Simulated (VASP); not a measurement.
# CuO (Tenorite) (Cc) in VASP: notebook, part 2 of 2

VASP 6.6.1. The steps go on from the part before.

**4. Single point, RPBE**

This run uses another cell than the first one, of 10.57 Å³/atom, 1.040 times its volume.

INCAR reads:

```
SYSTEM = CuO
  PREC = Accurate
  ENCUT = 520
  EDIFF = 1E-6
  ISMEAR = -1
  SIGMA = 0.05
  LREAL = .False.
  LASPH = .True.
  NELM = 60
  ALGO = Normal
  ISIF = 2
  LWAVE = .False.
  LCHARG = .False.
  GGA = RP
  NBANDS = 25
```

KPOINTS reads:

```
regular mesh
0
Gamma
  10 10 5
  0 0 0
```

POSCAR reads:

```
CuO
1.0
    2.3755041962     -1.7359473225      0.0000000000
    2.3755041962      1.7359473225      0.0000000000
   -0.8718787375      0.0000000000      5.1260155593
Cu O
2 2
Direct
    0.4968000000      0.0032000000      0.5000000000
    0.0032000000      0.4968000000      0.0000000000
    0.4056000000      0.5714000000      0.7537000000
    0.5714000000      0.4056000000      0.2537000000
```

Potentials or basis: VASP PAW PBE potentials, release 64 (Cu, O).

Run with:

```
cat potpaw_PBE.64/Cu/POTCAR potpaw_PBE.64/O/POTCAR > POTCAR
mpirun -np 1 vasp_std > vasp.out
```

OUTCAR:

```text
SYSTEM = CuO
   PREC = Accurate
   ENCUT = 520
   EDIFF = 1E-6
   ISMEAR = -1
   LREAL = .False.
   LASPH = .True.
   NELM = 60
   ISIF = 2
   GGA = RP

 ion  position               nearest neighbor table
   1  0.497  0.003  0.500-   4 1.93   3 1.96   4 2.00   3 2.05
   2  0.003  0.497  0.000-   3 1.93   4 1.96   3 2.00   4 2.05
   3  0.406  0.571  0.754-   2 1.93   1 1.96   2 2.00   1 2.05
   4  0.571  0.406  0.254-   1 1.93   2 1.96   1 2.00   2 2.05

  LATTYP: Found a base centered monoclinic cell.
 ALAT       =     4.7510083924
 B/A-ratio  =     0.7307700510
 C/A-ratio  =     1.0944277397
 COS(beta)  =    -0.1676807457

  Lattice vectors:

 A1 = (   2.3755041962,  -1.7359473225,   0.0000000000)
 A2 = (   2.3755041962,   1.7359473225,   0.0000000000)
 A3 = (  -0.8718787375,   0.0000000000,   5.1260155593)

Analysis of symmetry for initial positions (statically):
=====================================================================
 Subroutine PRICEL returns:
 Original cell was already a primitive cell.

 Routine SETGRP: Setting up the symmetry group for a
 base centered monoclinic supercell.

[... 167 lines left out ...]
  ---------------------------------------------------
  free energy    TOTEN  =       -17.78942851 eV

  energy without entropy =      -17.76968449  energy(sigma->0) =      -17.77955650

 E-fermi :   5.3340     XC(G=0): -11.4603

 val. band max:        5.3284554551   @ k =  -0.2000   0.3000   0.4000
 cond. band min:       5.3390780878   @ k =   0.3000   0.2000   0.4000
 fundamental gap:      0.0106226327
 Fermi energy:         5.3340052656

 k-point     1 :       0.0000    0.0000    0.0000
  band No.  band energies     occupation
      1     -14.3037      2.00000
      2     -13.1144      2.00000
      3      -2.3708      2.00000
      4       0.0953      2.00000
      5       0.4414      2.00000
      6       2.1544      2.00000
[... 661 lines left out ...]
     24      18.4940      0.00000
     25      19.6365      0.00000

 [... further k-points ...]
[... 5 lines left out ...]
  --------------------------------------------------------------------------------------
  -------------------------------------------------------------------------------------
  Total        1.2702730      1.6327854      1.0226339      0.0000000      0.0000000     -0.3382945
  in kB       48.1399229     61.8781644     38.7550694      0.0000000      0.0000000    -12.8204515
  external PRESSURE =      49.5910522 kB  Pullay stress =       0.0000000 kB

 VOLUME and BASIS-vectors are now :
 -----------------------------------------------------------------------------
  energy-cutoff  :      520.00
  volume of cell :       42.28
      direct lattice vectors                 reciprocal lattice vectors
     2.375504196 -1.735947322  0.000000000     0.210481632 -0.288027173  0.035800605
     2.375504196  1.735947322  0.000000000     0.210481632  0.288027173  0.035800605
    -0.871878738  0.000000000  5.126015559     0.000000000  0.000000000  0.195083294

 POSITION                                       TOTAL-FORCE (eV/Angst)
 -----------------------------------------------------------------------------------
      0.75181     -0.85686      2.56301        -0.580784     -0.314198      0.224507
      1.18775      0.85686      0.00000        -0.580784      0.314198      0.224507
      1.66373      0.28782      3.86348         0.580784     -0.308977     -0.224507
      2.09967     -0.28782      1.30047         0.580784      0.308977     -0.224507
 -----------------------------------------------------------------------------------
    total drift:                               -0.000374      0.000000     -0.000674

  FREE ENERGIE OF THE ION-ELECTRON SYSTEM (eV)
  ---------------------------------------------------
  free  energy   TOTEN  =       -17.7894285143 eV

  energy  without entropy=      -17.7696844868  energy(sigma->0) =      -17.77955650
```

stdout:

```text
POSCAR found type information on POSCAR CuO
 POSCAR found :  2 types and       4 ions
 scaLAPACK will be used
 -----------------------------------------------------------------------------
|                                                                             |
|                                                                             |
|     You enforced a specific xc type in the INCAR file but a different       |
|     I HOPE YOU KNOW WHAT YOU ARE DOING!                                     |
|                                                                             |
 -----------------------------------------------------------------------------

 LDA part: xc-table for (Slater+PW92), standard interpolation
 POSCAR, INCAR and KPOINTS ok, starting setup
 FFT: planning ... GRIDC
 FFT: planning ... GRID_SOFT
 FFT: planning ... GRID
 WAVECAR not read
 entering main loop
```

Run time: 59 s. Hardware: 1 thread of Intel Xeon 6975P-C (Granite Rapids), shared host; peak memory 0.24 GiB.

Results:

```yaml
Free_energy: -17.7894 eV
Pressure: 5.0 GPa
Largest_force: 0.697 eV/Å
Band_gap_on_the_k_mesh: zero (band 17 reaches 5.61 eV, above the bottom of band 18 at 5.01 eV)
```

Forces in eV/Å, atoms in the order of the input:
```
Cu  -0.581 -0.314  0.225
Cu  -0.581  0.314  0.225
O    0.581 -0.309 -0.225
O    0.581  0.309 -0.225
```

Caveat: the PAW data sets were made with another functional, which shifts forces and pressure a little; semilocal functionals often make such compounds metallic where correlation or magnetic order opens a gap, which also shifts bond lengths.

**5. Single point, RPBE**

This run uses another cell than the first one, of 10.77 Å³/atom, 1.060 times its volume.

INCAR reads:

```
SYSTEM = CuO
ALGO     = Normal         ! electronic algorithm
EDIFF    = 1E-7           ! SCF threshold, eV
ENCUT    = 520            ! plane-wave cutoff, eV
GGA      = RP             ! functional
ISIF     = 2              ! what is computed and relaxed
ISMEAR   = -1             ! smearing method
LASPH    = .TRUE.         ! aspherical terms in the spheres
LCHARG   = .FALSE.        ! write CHGCAR
LREAL    = .FALSE.        ! projectors in reciprocal space
LWAVE    = .FALSE.        ! write WAVECAR
NBANDS   = 25             ! bands
NELM     = 80             ! most SCF steps
PREC     = Accurate       ! precision mode
SIGMA    = 0.05           ! smearing width, eV
```

KPOINTS reads:

```
k-points
0
G
  10 10 5
  0 0 0
```

POSCAR reads:

```
CuO
1.0
    2.3906352041     -1.7470046099      0.0000000000
    2.3906352041      1.7470046099      0.0000000000
   -0.8774322550      0.0000000000      5.1586662202
Cu O
2 2
Direct
    0.4968000000      0.0032000000      0.5000000000
    0.0032000000      0.4968000000      0.0000000000
    0.4056000000      0.5714000000      0.7537000000
    0.5714000000      0.4056000000      0.2537000000
```

Run with:

```
cat potpaw_PBE.64/Cu/POTCAR potpaw_PBE.64/O/POTCAR > POTCAR
mpirun -np 1 vasp_std > vasp.out
```

Wall time 67 s (1 thread of Intel Xeon 6975P-C (Granite Rapids), shared host); peak memory 0.24 GiB.

Results (log left out):

- Free energy: -17.8076 eV
- Pressure: 1.9 GPa
- Largest force: 0.682 eV/Å
- Band gap on the k mesh: zero (band 17 reaches 5.36 eV, above the bottom of band 18 at 4.77 eV)

Forces in eV/Å, atoms in the order of the input:
```
Cu  -0.541 -0.284  0.206
Cu  -0.541  0.284  0.206
O    0.541 -0.360 -0.206
O    0.541  0.360 -0.206
```

Stress tensor (GPa, compression positive):
```
 1.56  0.00 -0.85
 0.00  3.73  0.00
-0.85  0.00  0.26
```

Levels at points of the mesh, in eV from the Fermi level:
```
           k point  band 14  band 15  band 16  band 17  band 18  band 19  band 20  band 21
(0.00, 0.00, 0.00)    -2.05    -1.97    -1.54     0.21     0.86     1.56     6.07     7.88
(0.50, 0.00, 0.00)    -1.48    -1.37    -1.30    -0.03     0.29     5.01     6.16     6.75
(0.50, 0.50, 0.00)    -1.95    -1.62    -1.14    -0.61     1.00     3.62     6.93     8.55
```

Caveat: the PAW data sets were made with another functional, which shifts forces and pressure a little; semilocal functionals often make such compounds metallic where correlation or magnetic order opens a gap, which also shifts bond lengths. With open d or f shells a metallic result of RPBE can be an artefact of self-interaction; +U or a hybrid may open a gap.

**6. Single point, LDA**

This run uses another cell than the first one, of 9.76 Å³/atom, 0.960 times its volume.

INCAR reads:

```
PREC = Accurate
ENCUT = 520
EDIFF = 1E-6
ISMEAR = -1
SIGMA = 0.05
LREAL = F
LASPH = T
NELM = 80
ALGO = Normal
ISIF = 2
LWAVE = F
LCHARG = F
NBANDS = 25
```

KPOINTS reads:

```
Automatic mesh
0
Gamma
  10 10 5
```

POSCAR reads:

```
CuO
1.0
    2.3129616560     -1.6902431073      0.0000000000
    2.3129616560      1.6902431073      0.0000000000
   -0.8489238166      0.0000000000      4.9910572484
Cu O
2 2
Direct
    0.4968000000      0.0032000000      0.5000000000
    0.0032000000      0.4968000000      0.0000000000
    0.4056000000      0.5714000000      0.7537000000
    0.5714000000      0.4056000000      0.2537000000
```

Potentials or basis: VASP PAW LDA potentials, release 64 (Cu, O).

Run with:

```
cat potpaw_LDA.64/Cu/POTCAR potpaw_LDA.64/O/POTCAR > POTCAR
mpirun -np 1 vasp_std > vasp.out
```

OUTCAR:

```text
PREC = Accurate
   ENCUT = 520
   EDIFF = 1E-6
   ISMEAR = -1
   LREAL = F
   LASPH = T
   NELM = 80
   ISIF = 2

 ion  position               nearest neighbor table
   1  0.497  0.003  0.500-   4 1.88   3 1.91   4 1.95   3 1.99
   2  0.003  0.497  0.000-   3 1.88   4 1.91   3 1.95   4 1.99
   3  0.406  0.571  0.754-   2 1.88   1 1.91   2 1.95   1 1.99
   4  0.571  0.406  0.254-   1 1.88   2 1.91   1 1.95   2 1.99

  LATTYP: Found a base centered monoclinic cell.
 ALAT       =     4.6259233120
 B/A-ratio  =     0.7307700510
 C/A-ratio  =     1.0944277398
 COS(beta)  =    -0.1676807457

  Lattice vectors:

 A1 = (   2.3129616560,  -1.6902431073,   0.0000000000)
 A2 = (   2.3129616560,   1.6902431073,   0.0000000000)
 A3 = (  -0.8489238166,   0.0000000000,   4.9910572484)

Analysis of symmetry for initial positions (statically):
=====================================================================
 Subroutine PRICEL returns:
 Original cell was already a primitive cell.

 Routine SETGRP: Setting up the symmetry group for a
[... 168 lines left out ...]
  ext. energy  EPLUGINS =         0.00000000
  ---------------------------------------------------
  free energy    TOTEN  =       -23.15577809 eV

  energy without entropy =      -23.13715712  energy(sigma->0) =      -23.14646761

 E-fermi :   5.9132     XC(G=0): -12.6499

 val. band max:        5.8993290797   @ k =   0.5000   0.1000   0.2000
 cond. band min:       5.9231063220   @ k =  -0.1000   0.0000   0.4000
 fundamental gap:      0.0237772424
 Fermi energy:         5.9132375070

 k-point     1 :       0.0000    0.0000    0.0000
  band No.  band energies     occupation
      1     -14.0768      2.00000
      2     -12.5752      2.00000
      3      -2.6676      2.00000
      4       0.0397      2.00000
      5       0.4208      2.00000
      6       2.3089      2.00000
[... 661 lines left out ...]
     24      19.4233      0.00000
     25      20.4446      0.00000

 [... further k-points ...]
[... 5 lines left out ...]
  --------------------------------------------------------------------------------------
  -------------------------------------------------------------------------------------
  Total       -0.4423338      0.0541164     -0.6116578      0.0000000      0.0000000     -0.3584338
  in kB      -18.1601962      2.2217726    -25.1118639      0.0000000      0.0000000    -14.7156473
  external PRESSURE =     -13.6834291 kB  Pullay stress =       0.0000000 kB

 VOLUME and BASIS-vectors are now :
 -----------------------------------------------------------------------------
  energy-cutoff  :      520.00
  volume of cell :       39.02
      direct lattice vectors                 reciprocal lattice vectors
     2.312961656 -1.690243107  0.000000000     0.216173061 -0.295815435  0.036768655
     2.312961656  1.690243107  0.000000000     0.216173061  0.295815435  0.036768655
    -0.848923817  0.000000000  4.991057248     0.000000000  0.000000000  0.200358351

 POSITION                                       TOTAL-FORCE (eV/Angst)
 -----------------------------------------------------------------------------------
      0.73202     -0.83430      2.49553        -0.685894     -0.377657      0.265435
      1.15648      0.83430      0.00000        -0.685894      0.377657      0.265435
      1.61993      0.28024      3.76176         0.685894     -0.343629     -0.265435
      2.04439     -0.28024      1.26623         0.685894      0.343629     -0.265435
 -----------------------------------------------------------------------------------
    total drift:                                0.000138      0.000000      0.000238

  FREE ENERGIE OF THE ION-ELECTRON SYSTEM (eV)
  ---------------------------------------------------
  free  energy   TOTEN  =       -23.1557780897 eV

  energy  without entropy=      -23.1371571226  energy(sigma->0) =      -23.14646761
```

stdout:

```text
POSCAR found type information on POSCAR CuO
 POSCAR found :  2 types and       4 ions
 scaLAPACK will be used
 LDA part: xc-table for (Slater(with rela. corr.)+CA(PZ))
 , standard interpolation
 POSCAR, INCAR and KPOINTS ok, starting setup
 FFT: planning ... GRIDC
 FFT: planning ... GRID_SOFT
 FFT: planning ... GRID
 WAVECAR not read
 entering main loop
```

It took 80 s on 1 thread of Intel Xeon 6975P-C, shared host; peak memory 0.23 GiB.

What came out:

| Quantity | Value |
| --- | --- |
| Free energy | -23.1558 eV |
| Pressure | -1.4 GPa |
| Largest force | 0.827 eV/Å |
| Band gap on the k mesh | zero (band 17 reaches 6.19 eV, above the bottom of band 18 at 5.59 eV) |

Forces in eV/Å, atoms in the order of the input:
```
Cu  -0.686 -0.378  0.265
Cu  -0.686  0.378  0.265
O    0.686 -0.344 -0.265
O    0.686  0.344 -0.265
```

Caveat: semilocal functionals often make such compounds metallic where correlation or magnetic order opens a gap, which also shifts bond lengths.

**7. Summary**

```tsv
level	potentials or basis	cell	gap on the mesh (eV)	pressure (GPa)	largest force (eV/Å)
RPBE	VASP PAW PBE potentials, release 64 (Cu, O)	a = 2.904, b = 2.904, c = 5.132 Å, angles 97.8, 97.8, 72.3°, 4 atoms	none	12.1	0.81
RPBE	VASP PAW PBE potentials, release 64 (Cu, O)	a = 2.923, b = 2.923, c = 5.166 Å, angles 97.8, 97.8, 72.3°, 4 atoms	none	8.3	0.75
RPBE	VASP PAW PBE potentials, release 64 (Cu, O)	a = 2.942, b = 2.942, c = 5.200 Å, angles 97.8, 97.8, 72.3°, 4 atoms	none	5.0	0.70
RPBE	VASP PAW PBE potentials, release 64 (Cu, O)	a = 2.961, b = 2.961, c = 5.233 Å, angles 97.8, 97.8, 72.3°, 4 atoms	none	1.9	0.68
LDA	VASP PAW LDA potentials, release 64 (Cu, O)	a = 2.865, b = 2.865, c = 5.063 Å, angles 97.8, 97.8, 72.3°, 4 atoms	none	-1.4	0.83
```

Alike in all rows: task single point; no spin polarisation; k mesh 10 × 10 × 5; cutoff (eV) 520; smearing fermi-dirac 0.05 eV.

Caveats: semilocal functionals often make such compounds metallic where correlation or magnetic order opens a gap, which also shifts bond lengths; the PAW data sets were made with another functional, which shifts forces and pressure a little (some runs).

Total energies depend on the potentials used, so only differences within one code and one set of settings carry meaning.
